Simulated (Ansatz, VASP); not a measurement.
**Two plane-wave programs on AlCo**

```
Al Co
1.0
     2.59385    0.00000    0.00000
     0.00000    2.59385    0.00000
     0.00000    0.00000    3.04496
Al Co
1 1
Cartesian
  0.0000 0.0000 0.0000
  1.2969 1.2969 1.5225
```

Change from the starting cell: strain -0.080 along x and y, +0.080 along z, atoms carried along.

Alike in both runs: task single point; functional PBEsol; k mesh 16 × 16 × 16; occupations gaussian, width 0.15 eV; no spin polarisation.

|  | VASP | Ansatz |
| --- | --- | --- |
| version | VASP 6.6.1 | Ansatz 0.2.0 |
| potentials or method | VASP PAW PBE potentials, release 64 (Al, Co), cutoff 520 eV | scalar-relativistic, plane waves, PAW |
| valence electrons in the cell | 12 | 20 |

```tsv
	VASP	Ansatz	Ansatz less VASP
gap on the k mesh at the Fermi level (eV)	none	none	-
pressure (GPa)	24.8	25.1	+0.30
traceless stress, the component that is largest in VASP (GPa)	-14.62	-14.50	+0.115
```

VASP's potentials were made for PBE, not for PBEsol. A gap of «none» marks a metal or a gap that the smearing closes. VASP's potentials hold 12 valence electrons a cell and Ansatz's 20, so a difference there can come from the potentials and not from the codes.
